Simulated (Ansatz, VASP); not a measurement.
CsYPt2Se4 in VASP and in Ansatz

File INCAR:

```
SYSTEM = CsYPt2Se4
PREC = Accurate
ENCUT = 520
EDIFF = 1E-6
ISMEAR = 0
SIGMA = 0.1
LREAL = .FALSE.
LASPH = .TRUE.
NELM = 100
ALGO = Normal
ISIF = 2
LWAVE = .FALSE.
LCHARG = .FALSE.
GGA = PE
NBANDS = 42
```

Contents of KPOINTS:

```
Automatic mesh
0
G
  4 4 2
  0 0 0
```

Contents of POSCAR:

```
CsYPt2Se4
1.0
    5.0490000000      0.0000000000      0.0000000000
    0.0000000000      5.0490000000      0.0000000000
    0.0000000000      0.0000000000      9.6040822600
Cs Y Pt Se
1 1 2 4
Direct
    0.5000000000      0.5000000000      0.0000000000
    0.5000000000      0.5000000000      0.5000000000
    0.0000000000      0.0000000000      0.7500000000
    0.0000000000      0.0000000000      0.2500000000
    0.5000000000      0.0000000000      0.7500000000
    0.0000000000      0.5000000000      0.7500000000
    0.5000000000      0.0000000000      0.2500000000
    0.0000000000      0.5000000000      0.2500000000
```

Input for Ansatz:

```yaml
crystal:
  lattice:
    - [5.049, 0.0, 0.0]
    - [0.0, 5.049, 0.0]
    - [0.0, 0.0, 9.60408226]
  atoms:
    - { symbol: Cs, position: [0.5, 0.5, 0.0] }
    - { symbol: "Y", position: [0.5, 0.5, 0.5] }
    - { symbol: Pt, position: [0.0, 0.0, 0.75] }
    - { symbol: Pt, position: [0.0, 0.0, 0.25] }
    - { symbol: Se, position: [0.5, 0.0, 0.75] }
    - { symbol: Se, position: [0.0, 0.5, 0.75] }
    - { symbol: Se, position: [0.5, 0.0, 0.25] }
    - { symbol: Se, position: [0.0, 0.5, 0.25] }
basis:
  ecutwfc: 420
kpoints:
  mp_grid: { grid: [4, 4, 2] }
hamiltonian:
  xc: pbe
scf:
  occupations: { method: gaussian, width: 0.1 }
  lower_state_search: "off"
output:
  forces: true
  stress: true
  eigenvalues: true
```

Alike in both runs: task single point; functional PBE; k mesh 4 × 4 × 2; occupations gaussian, width 0.1 eV; no spin polarisation.

```csv
,VASP,Ansatz
version,VASP 6.6.1,Ansatz 0.2.0
potentials or method,"VASP PAW PBE potentials, release 64 (Cs_sv, Y_sv, Pt, Se), cutoff 520 eV","scalar-relativistic, plane waves, PAW"
valence electrons in the cell,64,120
```

VASP gave:

| Quantity | Value |
| --- | --- |
| gap on the k mesh at the Fermi level (eV) | none |
| pressure (GPa) | -3.9 |
| traceless stress, the component that is largest in VASP (GPa) | -1.91 |
| rms of the force components (eV/Å) | 0.630 |

**Question.** Estimate Ansatz's values.

**Answer.** gap on the k mesh at the Fermi level (eV): none; pressure (GPa): -3.9; traceless stress, the component that is largest in VASP (GPa): -1.92; rms of the force components (eV/Å): 0.628.

Atom by atom the forces differ by 0.002 eV/Å (rms over components). A gap of «none» marks a metal or a gap that the smearing closes. With one functional, cell and mesh, what is left measures potentials, basis and numerics. VASP's potentials hold 64 valence electrons a cell and Ansatz's 120, so a difference there can come from the potentials and not from the codes.

Neither program's run includes spin-orbit coupling.
